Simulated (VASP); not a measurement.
# Ir (Fm-3m) in VASP: a series of runs

Ir is run at these levels: PBEsol; tasks: single point.

Everything below comes from runs of VASP 6.6.1. Logs are shortened: lines on timing, memory, paths and dates and some standing lists are left out, and cuts for length are marked.

### 1 The cell of the first run

The structure is cubic, space group Fm-3m (No. 225). Conventional cell: a = 3.831 Å, b = 3.831 Å, c = 3.831 Å, α = 90.00°, β = 90.00°, γ = 90.00°. Within 3.6 Å of Ir (site symmetry m-3m) lie 12 Ir at 2.71 Å.

### 2 Single point, PBEsol

File INCAR:

```
PREC = Accurate ; ENCUT = 560
EDIFF = 1E-6 ; ISMEAR = -1
SIGMA = 0.05 ; LREAL = F
LASPH = T ; NELM = 120
ALGO = Normal ; ISIF = 2
LWAVE = F ; LCHARG = F
GGA = PS ; NBANDS = 14
GGA_COMPAT = F
```

File KPOINTS:

```
Automatic mesh
0
Gamma
  13 13 13
```

File POSCAR:

```
Ir
1.0
    0.0000000000      1.9156000000      1.9156000000
    1.9156000000      0.0000000000      1.9156000000
    1.9156000000      1.9156000000      0.0000000000
Ir
1
Direct
    0.0000000000      0.0000000000      0.0000000000
```

Potentials or basis: VASP PAW PBE potentials, release 64 (Ir_sv_GW).

Started as:

```sh
$ cat potpaw_PBE.64/Ir_sv_GW/POTCAR > POTCAR
$ mpirun -np 1 vasp_std > vasp.out
```

OUTCAR:

```text
PREC = Accurate
   ENCUT = 560
   EDIFF = 1E-6
   ISMEAR = -1
   LREAL = F
   LASPH = T
   NELM = 120
   ISIF = 2
   GGA = PS

 ion  position               nearest neighbor table
   1  0.000  0.000  0.000-

  LATTYP: Found a face centered cubic cell.
 ALAT       =     3.8312000000

  Lattice vectors:

 A1 = (   0.0000000000,   1.9156000000,   1.9156000000)
 A2 = (   1.9156000000,   0.0000000000,   1.9156000000)
 A3 = (   1.9156000000,   1.9156000000,   0.0000000000)

Analysis of symmetry for initial positions (statically):
=====================================================================
 Subroutine PRICEL returns:
 Original cell was already a primitive cell.

 Routine SETGRP: Setting up the symmetry group for a
 face centered cubic supercell.

 Subroutine GETGRP returns: Found 48 space group operations
 (whereof 48 operations were pure point group operations)
 out of a pool of 48 trial point group operations.

The static configuration has the point symmetry O_h .

Analysis of symmetry for dynamics (positions and initial velocities):
=====================================================================
 Subroutine PRICEL returns:
 Original cell was already a primitive cell.

 Routine SETGRP: Setting up the symmetry group for a
 face centered cubic supercell.

 Subroutine GETGRP returns: Found 48 space group operations
 (whereof 48 operations were pure point group operations)
 out of a pool of 48 trial point group operations.

The dynamic configuration has the point symmetry O_h .

 Subroutine INISYM returns: Found 48 space group operations
 (whereof 48 operations are pure point group operations),
 and found     1 'primitive' translations

----------------------------------------------------------------------------------------

                                     Primitive cell

  volume of cell :      14.0587

  direct lattice vectors                    reciprocal lattice vectors
     0.000000000  1.915600000  1.915600000    -0.261014826  0.261014826  0.261014826
     1.915600000  0.000000000  1.915600000     0.261014826 -0.261014826  0.261014826
     1.915600000  1.915600000  0.000000000     0.261014826  0.261014826 -0.261014826

  length of vectors
     2.709067500  2.709067500  2.709067500     0.452090940  0.452090940  0.452090940

  position of ions in fractional coordinates (direct lattice)
     0.000000000  0.000000000  0.000000000

  ion indices of the primitive-cell ions
   primitive index   ion index
                 1           1

----------------------------------------------------------------------------------------

 KPOINTS: Automatic mesh

Automatic generation of k-mesh.
 Grid dimensions read from file:
 generate k-points for:   13   13   13

 Generating k-lattice:

  Cartesian coordinates                     Fractional coordinates (reciprocal lattice)
    -0.020078064  0.020078064  0.020078064     0.076923077  0.000000000  0.000000000
     0.020078064 -0.020078064  0.020078064     0.000000000  0.076923077  0.000000000
     0.020078064  0.020078064 -0.020078064     0.000000000  0.000000000  0.076923077

  Length of vectors
     0.034776226  0.034776226  0.034776226

  Shift w.r.t. Gamma in fractional coordinates (k-lattice)
     0.000000000  0.000000000  0.000000000

 Subroutine IBZKPT returns following result:
 ===========================================

 Found     84 irreducible k-points:

 Following reciprocal coordinates:
            Coordinates               Weight
  0.000000  0.000000  0.000000      1.000000
  0.076923  0.000000  0.000000      8.000000
  0.153846  0.000000  0.000000      8.000000
  0.230769  0.000000  0.000000      8.000000
  0.307692  0.000000  0.000000      8.000000
  0.384615  0.000000  0.000000      8.000000
[... 16 lines left out ...]
  0.384615  0.153846  0.000000     24.000000
  0.461538  0.153846  0.000000     24.000000
 [... further k-points ...]
   k-points           NKPTS =     84   k-points in BZ     NKDIM =     84   number of bands    NBANDS=     14
   number of dos      NEDOS =    301   number of ions     NIONS =      1
   total plane-waves  NPLWV =  13824
   dimension x,y,z NGX =    24 NGY =   24 NGZ =   24
   dimension x,y,z NGXF=    48 NGYF=   48 NGZF=   48
   ions per type =               1
   NGX,Y,Z   is equivalent  to a cutoff of  14.73, 14.73, 14.73 a.u.
   NGXF,Y,Z  is equivalent  to a cutoff of  29.46, 29.46, 29.46 a.u.
 SYSTEM =  unknown system
   PREC   = accura    normal or accurate (medium, high low for compatibility)
   ISTART =      0    job   : 0-new  1-cont  2-samecut
   ICHARG =      2    charge: 1-file 2-atom 10-const
   ISPIN  =      1    spin polarized calculation?
   LNONCOLLINEAR =      F non collinear calculations
   LSORBIT =      F    spin-orbit coupling
   LASPH  =      T    aspherical Exc in radial PAW
   ENCUT  =  560.0 eV  41.16 Ry    6.42 a.u.   5.23  5.23  5.23*2*pi/ulx,y,z
   NELM   =    120;   NELMIN=  2; NELMDL= -5     # of ELM steps
   EDIFF  = 0.1E-05   stopping-criterion for ELM
   LREAL  =      F    real-space projection
[... 7 lines left out ...]
   TEBEG  =    0.0;   TEEND  =   0.0 temperature during run
   PSTRESS=    0.0 pullay stress
   NELECT =      17.0000    total number of electrons
   NUPDOWN=      -1.0000    fix difference up-down
   EMIN   =  10.00;   EMAX   =-10.00  energy-range for DOS
   EFERMI =   0.00;   METHOD = LEGACY
   ISMEAR =    -1;   SIGMA  =   0.05  broadening in eV -4-tet -1-fermi 0-gaus
   EFERMI_NEDOS =   21; number of points for ismear=-14 and -15
   IALGO  =     38    algorithm
   IMIX   =      4    mixing-type and parameters
     AMIX     =   0.40;   BMIX     =  1.00
     AMIX_MAG =   1.60;   BMIX_MAG =  1.00
  volume/ion in A,a.u.               =      14.06        94.87
  Fermi-wavevector in a.u.,A,eV,Ry     =   1.744120  3.295909 41.388295  3.041954
  Thomas-Fermi vector in A             =   2.816061
   LORBIT       =      0    0 simple, 1 ext, 2 COOP (PROOUT), +10 PAW based schemes
   GGA     = PS    functional components
   LHFCALC =     F    Hartree Fock is set to
   AEXX    =    0.0000 exact exchange contribution
   IVDW    =     0    specifies the selected vdW correction
   LEPSILON=     F    determine dielectric tensor
   LRPA    =     F    only Hartree local field effects (RPA)
 non-spin polarized calculation
  energy-cutoff  :      560.00
  volume of cell :       14.06
 maximum number of plane-waves:       440
 NGX is ok and might be reduce to    24
   NGX = 11   NGY = 11   NGZ = 11

 number of electron      17.0000000 magnetization

 Free energy of the ion-electron system (eV)
  ---------------------------------------------------
  ext. energy  EPLUGINS =         0.00000000
  ---------------------------------------------------
  free energy    TOTEN  =       -10.39492704 eV

  energy without entropy =      -10.38518189  energy(sigma->0) =      -10.39005446

 E-fermi :  12.8746     XC(G=0): -14.7455

 val. band max:       12.8277136673   @ k =  -0.4615   0.4615   0.0000
 cond. band min:      12.9121443013   @ k =   0.4615   0.1538   0.0769
 fundamental gap:      0.0844306340
 Fermi energy:        12.8746442509

 k-point     1 :       0.0000    0.0000    0.0000
  band No.  band energies     occupation
      1     -80.1785      2.00000
      2     -36.5554      2.00000
      3     -36.5554      2.00000
      4     -36.5554      2.00000
      5       1.6173      2.00000
      6       8.9269      2.00000
      7       8.9269      2.00000
      8       8.9269      2.00000
      9      11.6695      2.00000
     10      11.6695      2.00000
     11      26.4238      0.00000
     12      31.9672      0.00000
     13      31.9672      0.00000
     14      31.9672      0.00000

 k-point     2 :       0.0769    0.0000    0.0000
  band No.  band energies     occupation
      1     -80.1749      2.00000
      2     -36.6040      2.00000
      3     -36.5620      2.00000
      4     -36.5620      2.00000
      5       1.8826      2.00000
      6       8.7858      2.00000
      7       9.0394      2.00000
      8       9.0394      2.00000
      9      11.5964      2.00000
     10      11.5964      2.00000
     11      26.8840      0.00000
     12      30.8436      0.00000
     13      32.4144      0.00000
     14      32.4144      0.00000

 k-point     3 :       0.1538    0.0000    0.0000
  band No.  band energies     occupation
      1     -80.1642      2.00000
      2     -36.7354      2.00000
      3     -36.5802      2.00000
      4     -36.5802      2.00000
      5       2.6207      2.00000
      6       8.4812      2.00000
      7       9.2871      2.00000
      8       9.2871      2.00000
      9      11.4989      2.00000
     10      11.4989      2.00000
     11      27.9780      0.00000
     12      28.9488      0.00000
     13      33.6889      0.00000
     14      33.6889      0.00000
[... 324 lines left out ...]
 k-point    23 :       0.3846    0.1538    0.0000
  band No.  band energies     occupation
      1     -80.1204      2.00000
      2     -37.1537      2.00000
      3     -36.7177      2.00000
      4     -36.7039      2.00000
      5       5.2865      2.00000
      6       7.9418      2.00000
      7       8.7114      2.00000
      8       9.9686      2.00000
      9      13.2390      0.00137
     10      13.4671      0.00001
     11      24.3609      0.00000
     12      28.8647      0.00000
     13      31.4629      0.00000
     14      33.5422      0.00000

 k-point    24 :       0.4615    0.1538    0.0000
  band No.  band energies     occupation
      1     -80.1101      2.00000
      2     -37.2609      2.00000
      3     -36.7579      2.00000
      4     -36.7119      2.00000
      5       5.4247      2.00000
      6       8.1781      2.00000
      7       9.2201      2.00000
      8       9.7315      2.00000
      9      13.8626      0.00000
     10      15.0243      0.00000
     11      21.5062      0.00000
     12      27.9447      0.00000
     13      30.9259      0.00000
     14      32.2885      0.00000

 [... further k-points ...]
[... 5 lines left out ...]
  --------------------------------------------------------------------------------------
  -------------------------------------------------------------------------------------
  Total       -0.1656967     -0.1656967     -0.1656967      0.0000000     -0.0000000      0.0000000
  in kB      -18.8833854    -18.8833854    -18.8833854      0.0000000     -0.0000000      0.0000000
  external PRESSURE =     -18.8833854 kB  Pullay stress =       0.0000000 kB

 VOLUME and BASIS-vectors are now :
 -----------------------------------------------------------------------------
  energy-cutoff  :      560.00
  volume of cell :       14.06
      direct lattice vectors                 reciprocal lattice vectors
     0.000000000  1.915600000  1.915600000    -0.261014826  0.261014826  0.261014826
     1.915600000  0.000000000  1.915600000     0.261014826 -0.261014826  0.261014826
     1.915600000  1.915600000  0.000000000     0.261014826  0.261014826 -0.261014826

 POSITION                                       TOTAL-FORCE (eV/Angst)
 -----------------------------------------------------------------------------------
      0.00000      0.00000      0.00000        -0.000000     -0.000000     -0.000000
 -----------------------------------------------------------------------------------
    total drift:                                0.000000      0.000000      0.000000

  FREE ENERGIE OF THE ION-ELECTRON SYSTEM (eV)
  ---------------------------------------------------
  free  energy   TOTEN  =       -10.3949270386 eV

  energy  without entropy=      -10.3851818867  energy(sigma->0) =      -10.39005446
```

Wall time 10 s (1 thread of Intel Xeon Platinum 8488C (Sapphire Rapids), shared host); peak memory 0.16 GiB.

What came out:

```
Free energy            : -10.3949 eV
Pressure               : -1.9 GPa
Band gap on the k mesh : zero (an odd number of electrons rules out a gap without spin polarisation)
```

Caveat: the PAW data sets were made with another functional, which shifts forces and pressure a little; spin-orbit coupling is left out, which moves the levels of the heavy elements.

[end of part 1 of 2]

The gap in the log of VASP goes by the Fermi energy; the results here count the filled bands.